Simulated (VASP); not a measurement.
# InSb (F-43m) in VASP: settings compared, part 2 of 2

VASP 6.6.1. The steps go on from the part before.

### Step 3. Single point, LDA

This run uses another cell than the first one, of 33.59 Å³/atom, 0.988 times its volume.

Contents of INCAR:

```
SYSTEM = InSb
  PREC = Accurate
  ENCUT = 520
  EDIFF = 1E-7
  ISMEAR = 0
  SIGMA = 0.05
  LREAL = .FALSE.
  LASPH = .TRUE.
  NELM = 80
  ALGO = Normal
  ISIF = 2
  LWAVE = .FALSE.
  LCHARG = .TRUE.
  GGA = CA
  LELF = .TRUE.
  LVHAR = .TRUE.
  NBANDS = 16
```

Contents of KPOINTS:

```
regular mesh
0
G
  6 6 6
  0 0 0
```

Contents of POSCAR:

```
InSb
1.0
    0.0000000000      3.2265208302      3.2265208302
    3.2265208302      0.0000000000      3.2265208302
    3.2265208302      3.2265208302      0.0000000000
In Sb
1 1
Direct
    0.0000000000      0.0000000000      0.0000000000
    0.7500000000      0.7500000000      0.7500000000
```

Potentials or basis: VASP PAW LDA potentials, release 64 (In_d, Sb).

The run is started by

```console
$ cat potpaw_LDA.64/In_d/POTCAR potpaw_LDA.64/Sb/POTCAR > POTCAR
$ mpirun -np 1 vasp_std > vasp.out
```

OUTCAR:

```text
SYSTEM = InSb
   PREC = Accurate
   ENCUT = 520
   EDIFF = 1E-7
   ISMEAR = 0
   LREAL = .FALSE.
   LASPH = .TRUE.
   NELM = 80
   ISIF = 2
   GGA = CA

 ion  position               nearest neighbor table
   1  0.000  0.000  0.000-   2 2.79   2 2.79   2 2.79   2 2.79
   2  0.750  0.750  0.750-   1 2.79   1 2.79   1 2.79   1 2.79

  LATTYP: Found a face centered cubic cell.
 ALAT       =     6.4530416604

  Lattice vectors:

 A1 = (   0.0000000000,   3.2265208302,   3.2265208302)
 A2 = (   3.2265208302,   0.0000000000,   3.2265208302)
 A3 = (   3.2265208302,   3.2265208302,   0.0000000000)

Analysis of symmetry for initial positions (statically):
=====================================================================
 Subroutine PRICEL returns:
 Original cell was already a primitive cell.

 Routine SETGRP: Setting up the symmetry group for a
 face centered cubic supercell.

 Subroutine GETGRP returns: Found 24 space group operations
 (whereof 24 operations were pure point group operations)
 out of a pool of 48 trial point group operations.

The static configuration has the point symmetry T_d .

Analysis of symmetry for dynamics (positions and initial velocities):
=====================================================================
 Subroutine PRICEL returns:
 Original cell was already a primitive cell.

 Routine SETGRP: Setting up the symmetry group for a
 face centered cubic supercell.

 Subroutine GETGRP returns: Found 24 space group operations
 (whereof 24 operations were pure point group operations)
 out of a pool of 48 trial point group operations.

The dynamic configuration has the point symmetry T_d .

 Subroutine INISYM returns: Found 24 space group operations
 (whereof 24 operations are pure point group operations),
 and found     1 'primitive' translations

[... 100 lines left out ...]
   ISMEAR =     0;   SIGMA  =   0.05  broadening in eV -4-tet -1-fermi 0-gaus
   EFERMI_NEDOS =   21; number of points for ismear=-14 and -15
   IALGO  =     38    algorithm
   IMIX   =      4    mixing-type and parameters
     AMIX     =   0.40;   BMIX     =  1.00
     AMIX_MAG =   1.60;   BMIX_MAG =  1.00
  volume/ion in A,a.u.               =      33.59       226.67
  Fermi-wavevector in a.u.,A,eV,Ry     =   1.055410  1.994436 15.155396  1.113890
  Thomas-Fermi vector in A             =   2.190607
   LORBIT       =      0    0 simple, 1 ext, 2 COOP (PROOUT), +10 PAW based schemes
   GGA     = CA    functional components
   LHFCALC =     F    Hartree Fock is set to
   AEXX    =    0.0000 exact exchange contribution
   IVDW    =     0    specifies the selected vdW correction
   LEPSILON=     F    determine dielectric tensor
   LRPA    =     F    only Hartree local field effects (RPA)
 non-spin polarized calculation
 Gauss-broadening in eV      SIGMA  =   0.05
  energy-cutoff  :      520.00
  volume of cell :       67.18
 maximum number of plane-waves:      1821
 NGX is ok and might be reduce to    36

 number of electron      17.9999995 magnetization

 Free energy of the ion-electron system (eV)
  ---------------------------------------------------
  ext. energy  EPLUGINS =         0.00000000
  ---------------------------------------------------
  free energy    TOTEN  =        -8.19212263 eV

  energy without entropy =       -8.19176555  energy(sigma->0) =       -8.19194409

 E-fermi :   5.0420     XC(G=0):  -9.0403

 val. band max:        5.0268174377   @ k =   0.0000   0.0000   0.0000
 cond. band min:       5.4643647650   @ k =   0.5000   0.0000   0.0000
 fundamental gap:      0.4375473273
 Fermi energy:         5.0420458616

 k-point     1 :       0.0000    0.0000    0.0000
  band No.  band energies     occupation
      1      -9.5656      2.00000
      2      -9.5656      2.00000
      3      -9.5656      2.00000
      4      -9.4752      2.00000
      5      -9.4752      2.00000
      6      -5.8236      2.00000
[... 281 lines left out ...]
      3      -9.5210      2.00000
      4      -9.4889      2.00000
      5      -9.4706      2.00000
      6      -3.7655      2.00000
[... 8 lines left out ...]
     15      14.7206      0.00000
     16      15.4428      0.00000

------------------------ aborting loop because EDIFF is reached ----------------------------------------

  FORCE on cell =-STRESS in cart. coord.  units (eV):
  Direction    XX          YY          ZZ          XY          YZ          ZX
  --------------------------------------------------------------------------------------
  -------------------------------------------------------------------------------------
  Total        0.0392512      0.0392512      0.0392512      0.0000000      0.0000000     -0.0000000
  in kB        0.9361163      0.9361163      0.9361163      0.0000000      0.0000000     -0.0000000
  external PRESSURE =       0.9361163 kB  Pullay stress =       0.0000000 kB

 VOLUME and BASIS-vectors are now :
 -----------------------------------------------------------------------------
  energy-cutoff  :      520.00
  volume of cell :       67.18
      direct lattice vectors                 reciprocal lattice vectors
     0.000000000  3.226520830  3.226520830    -0.154965682  0.154965682  0.154965682
     3.226520830  0.000000000  3.226520830     0.154965682 -0.154965682  0.154965682
     3.226520830  3.226520830  0.000000000     0.154965682  0.154965682 -0.154965682

 POSITION                                       TOTAL-FORCE (eV/Angst)
 -----------------------------------------------------------------------------------
      0.00000      0.00000      0.00000         0.000000      0.000000      0.000000
      4.83978      4.83978      4.83978        -0.000000     -0.000000     -0.000000
 -----------------------------------------------------------------------------------
    total drift:                                0.000000      0.000000      0.000000

  FREE ENERGIE OF THE ION-ELECTRON SYSTEM (eV)
  ---------------------------------------------------
  free  energy   TOTEN  =        -8.1921226349 eV

  energy  without entropy=       -8.1917655462  energy(sigma->0) =       -8.19194409
```

OSZICAR:

```text
N       E                     dE             d eps       ncg     rms          rms(c)
DAV:   1     0.113283005571E+03    0.11328E+03   -0.77978E+03   512   0.111E+03
DAV:   2    -0.113697775934E+01   -0.11442E+03   -0.11039E+03   608   0.284E+02
DAV:   3    -0.814862123999E+01   -0.70116E+01   -0.69796E+01   608   0.725E+01
DAV:   4    -0.834509613261E+01   -0.19647E+00   -0.19642E+00   664   0.140E+01
DAV:   5    -0.835648085359E+01   -0.11385E-01   -0.11385E-01   744   0.276E+00    0.441E+00
DAV:   6    -0.822576754573E+01    0.13071E+00   -0.15494E-01   744   0.619E+00    0.250E+00
DAV:   7    -0.819375437433E+01    0.32013E-01   -0.70412E-02   736   0.244E+00    0.544E-01
DAV:   8    -0.819204478538E+01    0.17096E-02   -0.71985E-03   672   0.991E-01    0.321E-01
DAV:   9    -0.819214637596E+01   -0.10159E-03   -0.72895E-04   656   0.236E-01    0.989E-02
DAV:  10    -0.819211938276E+01    0.26993E-04   -0.50583E-05   616   0.521E-02    0.348E-02
DAV:  11    -0.819212275946E+01   -0.33767E-05   -0.10244E-05   648   0.411E-02    0.248E-02
DAV:  12    -0.819212263085E+01    0.12861E-06   -0.75333E-07   664   0.793E-03    0.606E-03
DAV:  13    -0.819212263486E+01   -0.40086E-08   -0.13071E-07   640   0.344E-03
   1 F= -.81921226E+01 E0= -.81919441E+01  d E =-.357089E-03
```

Wall time 9.2 s (1 thread of Intel Xeon 6975P-C (Granite Rapids), shared host); peak memory 0.18 GiB.

What came out:

- Free energy: -8.1921 eV
- Pressure: 0.1 GPa
- Band gap on the k mesh: zero (filled and empty bands touch)

Caveat: spin-orbit coupling is left out, which moves the levels of the heavy elements.

### Step 4. Single point, LDA (volume scaled by 0.98)

Contents of INCAR:

```
ALGO     = Normal         # electronic algorithm
EDIFF    = 1E-6           # SCF threshold, eV
ENCUT    = 520            # plane-wave cutoff, eV
ISIF     = 2              # what is computed and relaxed
ISMEAR   = 0              # smearing method
LASPH    = T              # aspherical terms in the spheres
LCHARG   = F              # write CHGCAR
LREAL    = F              # projectors in reciprocal space
LWAVE    = F              # write WAVECAR
NBANDS   = 16             # bands
NELM     = 60             # most SCF steps
PREC     = Accurate       # precision mode
SIGMA    = 0.05           # smearing width, eV
```

Contents of KPOINTS:

```
k-points
0
Gamma
  6 6 6
```

Contents of POSCAR:

```
InSb
1.0
    0.0000000000      3.2048656755      3.2048656755
    3.2048656755      0.0000000000      3.2048656755
    3.2048656755      3.2048656755      0.0000000000
In Sb
1 1
Direct
    0.0000000000      0.0000000000      0.0000000000
    0.7500000000      0.7500000000      0.7500000000
```

The run is started by

```console
$ cat potpaw_LDA.64/In_d/POTCAR potpaw_LDA.64/Sb/POTCAR > POTCAR
$ mpirun -np 1 vasp_std > vasp.out
```

Wall time 8.1 s (1 thread of Intel Xeon 6975P-C (Granite Rapids), shared host); peak memory 0.18 GiB.

It converged, with:

- Free energy: -8.1870 eV
- Pressure: 1.1 GPa
- Band gap on the k mesh: zero (filled and empty bands touch)

Levels at points of the mesh, in eV from the Fermi level:
```tsv
k point	band 7	band 8	band 9	band 10	band 11	band 12
(0.00, 0.00, 0.00)	-0.20	-0.02	-0.02	-0.02	2.88	2.88
(0.50, 0.00, 0.00)	-5.85	-1.08	-1.08	0.46	3.75	3.75
(0.50, 0.50, 0.00)	-6.14	-2.40	-2.40	1.17	1.21	8.21
```

Caveat: the cell differs from its parent crystal (volume scaled by 0.98); spin-orbit coupling is left out, which moves the levels of the heavy elements.

### Step 5. Single point, PBEsol

Contents of INCAR:

```
SYSTEM = InSb
  PREC = Accurate
  ENCUT = 520
  EDIFF = 1E-6
  ISMEAR = 0
  SIGMA = 0.05
  LREAL = .False.
  LASPH = .True.
  NELM = 100
  ALGO = Normal
  ISIF = 2
  LWAVE = .False.
  LCHARG = .False.
  GGA = PS
  NBANDS = 16
```

Contents of KPOINTS:

```
Automatic mesh
0
Gamma
  6 6 6
  0 0 0
```

Contents of POSCAR:

```
InSb
1.0
    0.0000000000      3.2391003701      3.2391003701
    3.2391003701      0.0000000000      3.2391003701
    3.2391003701      3.2391003701      0.0000000000
In Sb
1 1
Direct
    0.0000000000      0.0000000000      0.0000000000
    0.7500000000      0.7500000000      0.7500000000
```

Potentials or basis: VASP PAW PBE potentials, release 64 (In_d, Sb).

The run is started by

```console
$ cat potpaw_PBE.64/In_d/POTCAR potpaw_PBE.64/Sb/POTCAR > POTCAR
$ mpirun -np 1 vasp_std > vasp.out
```

Wall time 9.7 s (1 thread of Intel Xeon 6975P-C (Granite Rapids), shared host); peak memory 0.21 GiB.

It converged, with:

```
Free energy            : -7.6731 eV
Pressure               : 0.9 GPa
Band gap on the k mesh : zero (filled and empty bands touch)
```

Levels at points of the mesh, in eV from the Fermi level:
| k point | band 7 | band 8 | band 9 | band 10 | band 11 | band 12 |
| --- | --- | --- | --- | --- | --- | --- |
| (0.00, 0.00, 0.00) | -0.28 | -0.02 | -0.02 | -0.02 | 2.91 | 2.91 |
| (0.50, 0.00, 0.00) | -5.68 | -1.03 | -1.03 | 0.45 | 3.76 | 3.76 |
| (0.50, 0.50, 0.00) | -5.97 | -2.30 | -2.30 | 1.24 | 1.25 | 8.11 |

Caveat: the PAW data sets were made with another functional, which shifts forces and pressure a little; spin-orbit coupling is left out, which moves the levels of the heavy elements.

### Step 6. Single point, PBEsol

INCAR: that of step 5 with these lines changed.

```diff
@@ -8,3 +8,3 @@
   LASPH = .True.
-  NELM = 100
+  NELM = 60
   ALGO = Normal
```

KPOINTS is that of step 5.

Contents of POSCAR:

```
InSb
1.0
    0.0000000000      3.2392973288      3.2392973288
    3.2392973288      0.0000000000      3.2392973288
    3.2392973288      3.2392973288      0.0000000000
In Sb
1 1
Direct
    0.0000000000      0.0000000000      0.0000000000
    0.7500000000      0.7500000000      0.7500000000
```

Potentials or basis: VASP PAW PBE potentials, release 64 (In_d, Sb).

The run is started by

```console
$ cat potpaw_PBE.64/In_d/POTCAR potpaw_PBE.64/Sb/POTCAR > POTCAR
$ mpirun -np 1 vasp_std > vasp.out
```

Run time: 10 s. Hardware: 1 thread of Intel Xeon 6975P-C (Granite Rapids), shared host; peak memory 0.21 GiB.

It converged, with:

| Quantity | Value |
| --- | --- |
| Free energy | -7.6731 eV |
| Pressure | 0.9 GPa |
| Band gap on the k mesh | zero (filled and empty bands touch) |

Levels at points of the mesh, in eV from the Fermi level:
```csv
k point,band 7,band 8,band 9,band 10,band 11,band 12
"(0.00, 0.00, 0.00)",-0.28,-0.02,-0.02,-0.02,2.91,2.91
"(0.50, 0.00, 0.00)",-5.68,-1.03,-1.03,0.45,3.76,3.76
"(0.50, 0.50, 0.00)",-5.97,-2.30,-2.30,1.24,1.25,8.11
```

Caveat: the PAW data sets were made with another functional, which shifts forces and pressure a little; spin-orbit coupling is left out, which moves the levels of the heavy elements.

### Step 7. The runs side by side

| level | potentials or basis | cell | gap on the mesh (eV) | pressure (GPa) |
| --- | --- | --- | --- | --- |
| LDA | VASP PAW LDA potentials, release 64 (In_d, Sb) | a = 4.581 Å, angles 60.0°, 2 atoms | none | -0.4 |
| LDA | VASP PAW LDA potentials, release 64 (In_d, Sb) | a = 4.563 Å, angles 60.0°, 2 atoms | none | 0.1 |
| LDA | VASP PAW LDA potentials, release 64 (In_d, Sb) | a = 4.532 Å, angles 60.0°, 2 atoms | none | 1.1 |
| PBEsol | VASP PAW PBE potentials, release 64 (In_d, Sb) | a = 4.581 Å, angles 60.0°, 2 atoms | none | 0.9 |

Alike in all rows: task single point; no spin polarisation; k mesh 6 × 6 × 6; cutoff (eV) 520; smearing gaussian 0.05 eV.

Caveats: spin-orbit coupling is left out, which moves the levels of the heavy elements; the PAW data sets were made with another functional, which shifts forces and pressure a little (some runs).

Total energies depend on the potentials used, so only differences within one code and one set of settings carry meaning.

### Step 8. Against experiment

Step 2. A measured gap of InSb is 0.24 eV (quoted in “Electronic Structure and Epitaxy of CdTe Shells on InSb Nanowires”, 2021, arxiv:2111.05126); the calculated 0.00 eV misses it by -0.24 eV. Spin-orbit coupling on In, Sb is left out. The value is that of LDA on a finite k mesh, which can miss the band edges, without temperature or zero-point motion. Semilocal functionals fall short of measured gaps as a rule.

Step 3. Measured gap of InSb: 0.24 eV (quoted in “Electronic Structure and Epitaxy of CdTe Shells on InSb Nanowires”, 2021, arxiv:2111.05126). This calculation gives 0.00 eV (-0.24 eV). Spin-orbit coupling on In, Sb is left out. The value is that of LDA on a finite k mesh, which can miss the band edges, without temperature or zero-point motion. Semilocal functionals fall short of measured gaps as a rule.

Step 5. A measured gap of InSb is 0.24 eV (quoted in “Electronic Structure and Epitaxy of CdTe Shells on InSb Nanowires”, 2021, arxiv:2111.05126); the calculated 0.00 eV misses it by -0.24 eV. Spin-orbit coupling on In, Sb is left out. The value is that of PBEsol on a finite k mesh, which can miss the band edges, without temperature or zero-point motion. Semilocal functionals fall short of measured gaps as a rule.
